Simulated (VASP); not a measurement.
# CsAl3 (Pm-3m) in VASP: notebook

CsAl3 is run at these levels: PBE; tasks: single point, relaxation of cell and atoms.

Program: VASP 6.6.1. These are calculated values, not measurements. Logs are shortened: lines on timing, memory, paths and dates and some standing lists are left out, and cuts for length are marked.

## Step 1: The cell of the first run

It takes space group Pm-3m (No. 221, cubic). Conventional cell: a = 4.790 Å, b = 4.790 Å, c = 4.790 Å, α = 90.00°, β = 90.00°, γ = 90.00°. Cs (site symmetry m-3m) has 12 Al at 3.39 Å within 4.5 Å. Al (site symmetry 4/mmm) has 4 Cs at 3.39 Å and 8 Al at 3.39 Å within 4.5 Å.

## Step 2: Single point, PBE

File INCAR:

```
SYSTEM = CsAl3
PREC     = Accurate       ! precision mode
ENCUT    = 520            ! plane-wave cutoff, eV
EDIFF    = 1E-6           ! SCF threshold, eV
ISMEAR   = 0              ! smearing method
SIGMA    = 0.1            ! smearing width, eV
LREAL    = .FALSE.        ! projectors in reciprocal space
LASPH    = .TRUE.         ! aspherical terms in the spheres
NELM     = 60             ! most SCF steps
ALGO     = Normal         ! electronic algorithm
ISIF     = 2              ! what is computed and relaxed
LWAVE    = .FALSE.        ! write WAVECAR
LCHARG   = .FALSE.        ! write CHGCAR
GGA      = PE             ! functional
NBANDS   = 17             ! bands
```

File KPOINTS:

```
Automatic mesh
0
G
  4 4 4
  0 0 0
```

File POSCAR:

```
CsAl3
1.0
    4.7903207284      0.0000000000      0.0000000000
    0.0000000000      4.7903207284      0.0000000000
    0.0000000000      0.0000000000      4.7903207284
Cs Al
1 3
Direct
    0.0000000000      0.0000000000      0.0000000000
    0.0000000000      0.5000000000      0.5000000000
    0.5000000000      0.0000000000      0.5000000000
    0.5000000000      0.5000000000      0.0000000000
```

Potentials or basis: VASP PAW PBE potentials, release 64 (Cs_sv, Al).

Run with:

```console
$ cat potpaw_PBE.64/Cs_sv/POTCAR potpaw_PBE.64/Al/POTCAR > POTCAR
$ mpirun -np 1 vasp_std > vasp.out
```

OUTCAR:

```text
SYSTEM = CsAl3
   PREC = Accurate
   ENCUT = 520
   EDIFF = 1E-6
   ISMEAR = 0
   LREAL = .FALSE.
   LASPH = .TRUE.
   NELM = 60
   ISIF = 2
   GGA = PE

 ion  position               nearest neighbor table
   1  0.000  0.000  0.000-
   2  0.000  0.500  0.500-
   3  0.500  0.000  0.500-
   4  0.500  0.500  0.000-

  LATTYP: Found a simple cubic cell.
 ALAT       =     4.7903207284

  Lattice vectors:

 A1 = (   4.7903207284,   0.0000000000,   0.0000000000)
 A2 = (   0.0000000000,   4.7903207284,   0.0000000000)
 A3 = (   0.0000000000,   0.0000000000,   4.7903207284)

Analysis of symmetry for initial positions (statically):
=====================================================================
 Subroutine PRICEL returns:
 Original cell was already a primitive cell.

 Routine SETGRP: Setting up the symmetry group for a
 simple cubic supercell.

 Subroutine GETGRP returns: Found 48 space group operations
 (whereof 48 operations were pure point group operations)
 out of a pool of 48 trial point group operations.

The static configuration has the point symmetry O_h .

Analysis of symmetry for dynamics (positions and initial velocities):
=====================================================================
 Subroutine PRICEL returns:
 Original cell was already a primitive cell.

 Routine SETGRP: Setting up the symmetry group for a
 simple cubic supercell.

 Subroutine GETGRP returns: Found 48 space group operations
 (whereof 48 operations were pure point group operations)
 out of a pool of 48 trial point group operations.

The dynamic configuration has the point symmetry O_h .

 Subroutine INISYM returns: Found 48 space group operations
 (whereof 48 operations are pure point group operations),
 and found     1 'primitive' translations

----------------------------------------------------------------------------------------

                                     Primitive cell

  volume of cell :     109.9243

  direct lattice vectors                    reciprocal lattice vectors
     4.790320728  0.000000000  0.000000000     0.208754289  0.000000000  0.000000000
     0.000000000  4.790320728  0.000000000     0.000000000  0.208754289  0.000000000
     0.000000000  0.000000000  4.790320728     0.000000000  0.000000000  0.208754289

  length of vectors
     4.790320728  4.790320728  4.790320728     0.208754289  0.208754289  0.208754289
[... 70 lines left out ...]
   EDIFF  = 0.1E-05   stopping-criterion for ELM
   LREAL  =      F    real-space projection
   EDIFFG = 0.1E-04   stopping-criterion for IOM
   NSW    =      0    number of steps for IOM
   IBRION =     -1    ionic relax: 0-MD 1-quasi-New 2-CG
   NFREE  =      0    steps in history (QN), initial steepest desc. (CG)
   ISIF   =      2    stress and relaxation
   ISYM   =      2    0-nonsym 1-usesym 2-fastsym
   POTIM  = 0.5000    time-step for ionic-motion
   TEBEG  =    0.0;   TEEND  =   0.0 temperature during run
   PSTRESS=    0.0 pullay stress
   NELECT =      18.0000    total number of electrons
   NUPDOWN=      -1.0000    fix difference up-down
   EMIN   =  10.00;   EMAX   =-10.00  energy-range for DOS
   EFERMI =   0.00;   METHOD = LEGACY
   ISMEAR =     0;   SIGMA  =   0.10  broadening in eV -4-tet -1-fermi 0-gaus
   EFERMI_NEDOS =   21; number of points for ismear=-14 and -15
   IALGO  =     38    algorithm
   IMIX   =      4    mixing-type and parameters
     AMIX     =   0.40;   BMIX     =  1.00
     AMIX_MAG =   1.60;   BMIX_MAG =  1.00
  volume/ion in A,a.u.               =      27.48       185.45
  Fermi-wavevector in a.u.,A,eV,Ry     =   0.895642  1.692518 10.914246  0.802174
  Thomas-Fermi vector in A             =   2.018000
   LORBIT       =      0    0 simple, 1 ext, 2 COOP (PROOUT), +10 PAW based schemes
   GGA     = PE    functional components
   LHFCALC =     F    Hartree Fock is set to
   AEXX    =    0.0000 exact exchange contribution
   IVDW    =     0    specifies the selected vdW correction
   LEPSILON=     F    determine dielectric tensor
   LRPA    =     F    only Hartree local field effects (RPA)
 non-spin polarized calculation
 Gauss-broadening in eV      SIGMA  =   0.10
  energy-cutoff  :      520.00
  volume of cell :      109.92
 maximum number of plane-waves:      3016
 NGX is ok and might be reduce to    36
   NGX = 17   NGY = 17   NGZ = 17

 number of electron      18.0000000 magnetization

 Free energy of the ion-electron system (eV)
  ---------------------------------------------------
  ext. energy  EPLUGINS =         0.00000000
  ---------------------------------------------------
  free energy    TOTEN  =        -8.75380000 eV

  energy without entropy =       -8.74326036  energy(sigma->0) =       -8.74853018

 E-fermi :   4.0260     XC(G=0):  -9.0258

 val. band max:        3.9951166405   @ k =   0.5000   0.2500   0.2500
 cond. band min:       4.2087151598   @ k =   0.2500   0.2500   0.0000
 fundamental gap:      0.2135985193
 Fermi energy:         4.0259789243

 k-point     1 :       0.0000    0.0000    0.0000
  band No.  band energies     occupation
      1     -17.6272      2.00000
      2      -4.7219      2.00000
      3      -4.7219      2.00000
      4      -4.7219      2.00000
      5      -2.9678      2.00000
      6       1.6109      2.00000
[... 177 lines left out ...]
      4      -5.0819      2.00000
      5      -0.1499      2.00000
      6      -0.1499      2.00000
[... 9 lines left out ...]
     16      10.6600      0.00000
     17      10.6600      0.00000

------------------------ aborting loop because EDIFF is reached ----------------------------------------

  FORCE on cell =-STRESS in cart. coord.  units (eV):
  Direction    XX          YY          ZZ          XY          YZ          ZX
  --------------------------------------------------------------------------------------
  -------------------------------------------------------------------------------------
  Total        0.1401760      0.1401760      0.1401760      0.0000000      0.0000000     -0.0000000
  in kB        2.0431042      2.0431042      2.0431042      0.0000000      0.0000000     -0.0000000
  external PRESSURE =       2.0431042 kB  Pullay stress =       0.0000000 kB

 VOLUME and BASIS-vectors are now :
 -----------------------------------------------------------------------------
  energy-cutoff  :      520.00
  volume of cell :      109.92
      direct lattice vectors                 reciprocal lattice vectors
     4.790320728  0.000000000  0.000000000     0.208754289  0.000000000  0.000000000
     0.000000000  4.790320728  0.000000000     0.000000000  0.208754289  0.000000000
     0.000000000  0.000000000  4.790320728     0.000000000  0.000000000  0.208754289

 POSITION                                       TOTAL-FORCE (eV/Angst)
 -----------------------------------------------------------------------------------
      0.00000      0.00000      0.00000         0.000000      0.000000      0.000000
      0.00000      2.39516      2.39516         0.000000      0.000000      0.000000
      2.39516      0.00000      2.39516         0.000000      0.000000      0.000000
      2.39516      2.39516      0.00000         0.000000      0.000000      0.000000
 -----------------------------------------------------------------------------------
    total drift:                                0.000000     -0.000000     -0.000000

  FREE ENERGIE OF THE ION-ELECTRON SYSTEM (eV)
  ---------------------------------------------------
  free  energy   TOTEN  =        -8.7537999989 eV

  energy  without entropy=       -8.7432603585  energy(sigma->0) =       -8.74853018
```

OSZICAR:

```text
N       E                     dE             d eps       ncg     rms          rms(c)
DAV:   1     0.531424310542E+02    0.53142E+02   -0.65554E+03   340   0.852E+02
DAV:   2    -0.389829005439E+01   -0.57041E+02   -0.53410E+02   493   0.122E+02
DAV:   3    -0.876311198793E+01   -0.48648E+01   -0.48442E+01   414   0.330E+01
DAV:   4    -0.881516324056E+01   -0.52051E-01   -0.52040E-01   472   0.444E+00
DAV:   5    -0.881583106929E+01   -0.66783E-03   -0.66783E-03   445   0.516E-01    0.138E+00
DAV:   6    -0.877326238117E+01    0.42569E-01   -0.31173E-02   413   0.883E-01    0.794E-01
DAV:   7    -0.875431225779E+01    0.18950E-01   -0.40951E-02   376   0.101E+00    0.197E-01
DAV:   8    -0.875378320763E+01    0.52905E-03   -0.24275E-03   426   0.263E-01    0.687E-02
DAV:   9    -0.875380434281E+01   -0.21135E-04   -0.29044E-04   396   0.895E-02    0.295E-02
DAV:  10    -0.875380096881E+01    0.33740E-05   -0.14254E-05   426   0.178E-02    0.190E-02
DAV:  11    -0.875380199871E+01   -0.10299E-05   -0.33988E-06   393   0.929E-03    0.597E-03
DAV:  12    -0.875380021001E+01    0.17887E-05   -0.12204E-06   293   0.619E-03    0.832E-04
DAV:  13    -0.875379999886E+01    0.21114E-06   -0.47559E-07   182   0.359E-03
   1 F= -.87538000E+01 E0= -.87485302E+01  d E =-.105396E-01
```

Wall time 31 s (1 thread of Intel Xeon 8259CL, shared host); peak memory 0.2 GiB.

What came out:

| Quantity | Value |
| --- | --- |
| Free energy | -8.7538 eV |
| Pressure | 0.2 GPa |
| Band gap on the k mesh | zero (bands 9 and 10 overlap by 0.65 eV) |

Levels at points of the mesh, in eV from the Fermi level:
| k point | band 6 | band 7 | band 8 | band 9 | band 10 | band 11 | band 12 | band 13 |
| --- | --- | --- | --- | --- | --- | --- | --- | --- |
| (0.00, 0.00, 0.00) | -2.42 | -2.42 | -0.15 | -0.15 | -0.15 | 3.26 | 3.26 | 3.26 |
| (0.50, 0.00, 0.00) | -4.73 | -1.35 | -0.70 | -0.70 | -0.18 | 2.02 | 2.02 | 2.41 |
| (0.50, 0.50, 0.00) | -3.21 | -3.21 | -1.88 | 0.47 | 0.47 | 1.24 | 1.30 | 2.86 |
| (0.50, 0.50, 0.50) | -4.18 | -4.18 | -2.69 | 0.29 | 0.29 | 0.29 | 4.62 | 6.51 |

Caveat: spin-orbit coupling is left out, which moves the levels of the heavy elements.

(Continued in part 2 of 2.)
